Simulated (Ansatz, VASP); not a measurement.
# One calculation of Rb, two programs

INCAR

```
SYSTEM = Rb
PREC = Accurate ; ENCUT = 600
EDIFF = 1E-7 ; ISMEAR = 0
SIGMA = 0.1 ; LREAL = .FALSE.
LASPH = .TRUE. ; NELM = 80
ALGO = Fast ; ISIF = 3
LWAVE = .FALSE. ; LCHARG = .FALSE.
GGA = PE ; IBRION = 2
NSW = 100 ; EDIFFG = -0.005
```

File KPOINTS:

```
regular mesh
0
G
  12 12 6
  0 0 0
```

POSCAR

```
Rb
1.0
    4.9934870000      0.0000000000      0.0000000000
   -2.4967440000      4.3244870000      0.0000000000
    0.0000000000      0.0000000000      8.1543310000
Rb
2
Direct
    0.0000000000      0.0000000000      0.0000000000
    0.3333333300      0.6666666700      0.5000000000
```

Input for Ansatz:

```yaml
crystal:
  lattice:
    - [4.993487, 0.0, 0.0]
    - [-2.496744, 4.324487, 0.0]
    - [0.0, 0.0, 8.154331]
  atoms:
    - { symbol: Rb, position: [0.0, 0.0, 0.0] }
    - { symbol: Rb, position: [0.33333333, 0.66666667, 0.5] }
basis:
  ecutwfc: 420
kpoints:
  mp_grid: { grid: [12, 12, 6] }
hamiltonian:
  xc: pbe
scf:
  occupations: { method: gaussian, width: 0.1 }
output:
  forces: true
  stress: true
  eigenvalues: true
relax:
  adjacent_minimum: "off"
  f_tol: 0.005
  max_steps: 80
  cell: { stress_tol: 0.05 }
```

Alike in both runs: task relaxation of cell and atoms; functional PBE; k mesh 12 × 12 × 6; occupations gaussian, width 0.1 eV; no spin polarisation.

|  | VASP | Ansatz |
| --- | --- | --- |
| version | VASP 6.6.1 | Ansatz 0.2.0 |
| potentials or method | VASP PAW PBE potentials, release 64 (Rb_sv), cutoff 600 eV | scalar-relativistic, plane waves, PAW |
| valence electrons in the cell | 18 | 18 |

```csv
,VASP,Ansatz,Ansatz less VASP
"gap on the k mesh at the Fermi level, each at its own relaxed structure (eV)",none,none,-
relaxed volume (Å³/atom),91.43,91.27,-0.164
relaxed cell length with the largest relative difference (Å),8.250,8.241,-0.0084
```

A gap of «none» marks a metal or a gap that the smearing closes.
